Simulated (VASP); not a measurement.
# C (P6_3/mmc) in VASP: single point with HSE06

Aim: the single point of C with HSE06.

Program: VASP 6.6.1. These are calculated values, not measurements. Logs are shortened: lines on timing, memory, paths and dates and some standing lists are left out, and cuts for length are marked.

## (1) The cell of the first run

The structure is hexagonal, space group P6_3/mmc (No. 194). Conventional cell: a = 2.499 Å, b = 2.499 Å, c = 4.161 Å, α = 90.00°, β = 90.00°, γ = 120.00°. C (site symmetry 3m) has 4 C at 1.53 to 1.56 Å within 2.0 Å.

## (2) Single point, HSE06

Input file POSCAR:

```
C
1.0
    2.4987275326      0.0000000000      0.0000000000
   -1.2493637663      2.1639615204      0.0000000000
    0.0000000000      0.0000000000      4.1605888148
C
4
Direct
    0.3333333333      0.6666666667     -0.0002008250
    0.6666666667      0.3333333333      0.4997991750
    0.3333333333      0.6666666667      0.3742008250
    0.6666666667      0.3333333333      0.8742008250
```

Input file INCAR.step1:

```
SYSTEM = C
PREC = Accurate
ENCUT = 520
EDIFF = 1E-5
ISMEAR = 0
SIGMA = 0.01
LREAL = .FALSE.
LASPH = .TRUE.
NELM = 100
ALGO = Normal
ISIF = 2
LWAVE = .TRUE.
LCHARG = .FALSE.
GGA = PE
NBANDS = 16
```

Input file INCAR.step2:

```
SYSTEM = C
PREC = Accurate
ENCUT = 520
EDIFF = 1E-7
ISMEAR = 0
SIGMA = 0.01
LREAL = .FALSE.
LASPH = .TRUE.
NELM = 100
ALGO = Normal
ISIF = 2
LWAVE = .FALSE.
LCHARG = .FALSE.
GGA = PE
LHFCALC = .TRUE.
HFSCREEN = 0.2079
PRECFOCK = Normal
ISTART = 1
NBANDS = 16
```

Input file KPOINTS:

```
Automatic mesh
0
G
  9 9 4
  0 0 0
```

Potentials or basis: VASP PAW PBE potentials, release 64 (C).

Launch:

```
> cat potpaw_PBE.64/C/POTCAR > POTCAR
> cp INCAR.step1 INCAR
> mpirun -np 1 vasp_std > vasp.out
> cp INCAR.step2 INCAR
> mpirun -np 1 vasp_std > vasp.out
```

OUTCAR:

```text
SYSTEM = C
   PREC = Accurate
   ENCUT = 520
   EDIFF = 1E-7
   ISMEAR = 0
   LREAL = .FALSE.
   LASPH = .TRUE.
   NELM = 100
   ISIF = 2
   GGA = PE
   LHFCALC = .TRUE.
   HFSCREEN = 0.2079
   PRECFOCK = Normal
   ISTART = 1

 ion  position               nearest neighbor table
   1  0.333  0.667  1.000-   4 1.53   4 1.53   4 1.53   3 1.56
   2  0.667  0.333  0.500-   3 1.53   3 1.53   3 1.53   4 1.56
   3  0.333  0.667  0.374-   2 1.53   2 1.53   2 1.53   1 1.56
   4  0.667  0.333  0.874-   1 1.53   1 1.53   1 1.53   2 1.56

  LATTYP: Found a hexagonal cell.
 ALAT       =     2.4987275326
 C/A-ratio  =     1.6650830315

  Lattice vectors:

 A1 = (   2.4987275326,   0.0000000000,   0.0000000000)
 A2 = (  -1.2493637663,   2.1639615204,   0.0000000000)
 A3 = (   0.0000000000,   0.0000000000,   4.1605888148)

Analysis of symmetry for initial positions (statically):
=====================================================================
 Subroutine PRICEL returns:
 Original cell was already a primitive cell.

 Routine SETGRP: Setting up the symmetry group for a
 hexagonal supercell.

 Subroutine GETGRP returns: Found 24 space group operations
 (whereof  6 operations were pure point group operations)
 out of a pool of 24 trial point group operations.

The static configuration has the point symmetry C_3v.
 The point group associated with its full space group is D_6h.

Analysis of symmetry for dynamics (positions and initial velocities):
=====================================================================
 Subroutine PRICEL returns:
 Original cell was already a primitive cell.

 Routine SETGRP: Setting up the symmetry group for a
 hexagonal supercell.

 Subroutine GETGRP returns: Found 24 space group operations
 (whereof  6 operations were pure point group operations)
 out of a pool of 24 trial point group operations.

The dynamic configuration has the point symmetry C_3v.
 The point group associated with its full space group is D_6h.

 Subroutine INISYM returns: Found 24 space group operations
 (whereof  6 operations are pure point group operations),
 and found     1 'primitive' translations

[... 101 lines left out ...]
   NSW    =      0    number of steps for IOM
   IBRION =     -1    ionic relax: 0-MD 1-quasi-New 2-CG
   NFREE  =      0    steps in history (QN), initial steepest desc. (CG)
   ISIF   =      2    stress and relaxation
   ISYM   =      3    0-nonsym 1-usesym 2-fastsym
   POTIM  = 0.5000    time-step for ionic-motion
   TEBEG  =    0.0;   TEEND  =   0.0 temperature during run
   PSTRESS=    0.0 pullay stress
   NELECT =      16.0000    total number of electrons
   NUPDOWN=      -1.0000    fix difference up-down
   EMIN   =  10.00;   EMAX   =-10.00  energy-range for DOS
   EFERMI =   0.00;   METHOD = LEGACY
   ISMEAR =     0;   SIGMA  =   0.01  broadening in eV -4-tet -1-fermi 0-gaus
   EFERMI_NEDOS =   21; number of points for ismear=-14 and -15
   IALGO  =     38    algorithm
   IMIX   =      1    mixing-type and parameters
     AMIX     =   0.40;   BMIX     =  1.00
     AMIX_MAG =   1.60;   BMIX_MAG =  1.00
  volume/ion in A,a.u.               =       5.62        37.95
  Fermi-wavevector in a.u.,A,eV,Ry     =   1.461303  2.761463 29.053987  2.135408
  Thomas-Fermi vector in A             =   2.577651
   LORBIT       =      0    0 simple, 1 ext, 2 COOP (PROOUT), +10 PAW based schemes
   GGA     = PE    functional components
   LHFCALC =     T    Hartree Fock is set to
   PRECFOCK=normal    Normal, Fast or Accurate (Low or Medium for compatibility)
   ENCUT4O =  -1.0   cutoff for four orbital integrals eV
   NKREDX  =     1    reduce k-point grid by
   NKREDY  =     1    reduce k-point grid by
   NKREDZ  =     1    reduce k-point grid by
   AEXX    =    0.2500 exact exchange contribution
   HFSCREEN=    0.2079 screening length (either q_TF or 0.3 A-1)
   HFSCREENC=   0.2079 screening length for correlation (either q_TF or 0.3 A-1)
   ENCUTFOCK=  -1.0 apply spherical cutoff to Coloumb kernel
   IVDW    =     0    specifies the selected vdW correction
   LEPSILON=     F    determine dielectric tensor
   LRPA    =     F    only Hartree local field effects (RPA)
 non-spin polarized calculation
 Gauss-broadening in eV      SIGMA  =   0.01
  energy-cutoff  :      520.00
  volume of cell :       22.50
 maximum number of plane-waves:       622
 NGX is ok and might be reduce to    20
  NGX = 14; NGY = 14; NGZ = 24

 number of electron      15.9999999 magnetization

 Free energy of the ion-electron system (eV)
  ---------------------------------------------------
  ext. energy  EPLUGINS =         0.00000000
  ---------------------------------------------------
  free energy    TOTEN  =       -41.99848435 eV

  energy without entropy =      -41.99848435  energy(sigma->0) =      -41.99848435

 E-fermi :   9.6023     XC(G=0): -10.8494

 val. band max:        9.5465310434   @ k =   0.0000   0.0000   0.0000
 cond. band min:      13.8802632524   @ k =   0.3333   0.3333   0.0000
 fundamental gap:      4.3337322090
 Fermi energy:         9.6022538614

 k-point     1 :       0.0000    0.0000    0.0000
  band No.  band energies     occupation
      1     -14.4446      2.00000
      2      -8.4058      2.00000
      3      -5.5073      2.00000
      4       6.1659      2.00000
      5       6.1659      2.00000
      6       9.0449      2.00000
[... 433 lines left out ...]
      3      -2.8294      2.00000
      4      -2.8294      2.00000
      5      -2.1576      2.00000
      6       0.8646      2.00000
[... 8 lines left out ...]
     15      27.3434      0.00000
     16      27.3434      0.00000

 [... further k-points ...]

------------------------ aborting loop because EDIFF is reached ----------------------------------------

  FORCE on cell =-STRESS in cart. coord.  units (eV):
  Direction    XX          YY          ZZ          XY          YZ          ZX
  --------------------------------------------------------------------------------------
  -------------------------------------------------------------------------------------
  Total       -0.2834437     -0.2834437     -0.4128713      0.0000000     -0.0000000     -0.0000000
  in kB      -20.1861812    -20.1861812    -29.4037030      0.0000000     -0.0000000     -0.0000000
  external PRESSURE =     -23.2586884 kB  Pullay stress =       0.0000000 kB

 VOLUME and BASIS-vectors are now :
 -----------------------------------------------------------------------------
  energy-cutoff  :      520.00
  volume of cell :       22.50
      direct lattice vectors                 reciprocal lattice vectors
     2.498727533  0.000000000  0.000000000     0.400203698  0.231057713  0.000000000
    -1.249363766  2.163961520  0.000000000     0.000000000  0.462115426  0.000000000
     0.000000000  0.000000000  4.160588815     0.000000000  0.000000000  0.240350596

 POSITION                                       TOTAL-FORCE (eV/Angst)
 -----------------------------------------------------------------------------------
     -0.00000      1.44264      4.15975         0.000000     -0.000000     -0.017575
      1.24936      0.72132      2.07946        -0.000000      0.000000     -0.017575
     -0.00000      1.44264      1.55690         0.000000     -0.000000      0.017575
      1.24936      0.72132      3.63719        -0.000000      0.000000      0.017575
 -----------------------------------------------------------------------------------
    total drift:                                0.000000      0.000000      0.000008

  FREE ENERGIE OF THE ION-ELECTRON SYSTEM (eV)
  ---------------------------------------------------
  free  energy   TOTEN  =       -41.9984843467 eV

  energy  without entropy=      -41.9984843467  energy(sigma->0) =      -41.99848435
```

OSZICAR.step1:

```text
N       E                     dE             d eps       ncg     rms          rms(c)
DAV:   1     0.202192779238E+02    0.20219E+02   -0.82588E+03  1160   0.971E+02
DAV:   2    -0.358357088158E+02   -0.56055E+02   -0.51927E+02  1648   0.189E+02
DAV:   3    -0.375808369392E+02   -0.17451E+01   -0.17406E+01  1464   0.281E+01
DAV:   4    -0.375869925346E+02   -0.61556E-02   -0.61551E-02  1424   0.210E+00
DAV:   5    -0.375870228532E+02   -0.30319E-04   -0.30318E-04  1432   0.128E-01    0.794E+00
DAV:   6    -0.365961393726E+02    0.99088E+00   -0.60232E-01  1320   0.493E+00    0.474E+00
DAV:   7    -0.362609986326E+02    0.33514E+00   -0.69904E-01  1392   0.549E+00    0.106E+00
DAV:   8    -0.362637243128E+02   -0.27257E-02   -0.13652E-02  1320   0.777E-01    0.603E-02
DAV:   9    -0.362638140546E+02   -0.89742E-04   -0.16375E-04  1520   0.963E-02    0.298E-02
DAV:  10    -0.362638541017E+02   -0.40047E-04   -0.33642E-05  1296   0.474E-02    0.808E-03
DAV:  11    -0.362638540212E+02    0.80486E-07   -0.46811E-07   752   0.569E-03
   1 F= -.36263854E+02 E0= -.36263854E+02  d E =-.142838-118
```

Run time: 86 min. Hardware: 1 thread of Oxide Virtual Turin-like, shared host; peak memory 0.21 GiB.

Results:

- Free energy: -41.9985 eV
- Pressure: -2.3 GPa
- Largest force: 0.018 eV/Å
- Band gap on the k mesh: 4.33 eV (least direct gap 6.33 eV)

Forces in eV/Å, atoms in the order of the input:
```
C    0.000  0.000 -0.018
C    0.000  0.000 -0.018
C    0.000  0.000  0.018
C    0.000  0.000  0.018
```

Caveat: the PAW data sets were made with another functional, which shifts forces and pressure a little. A k mesh can miss the band edges.
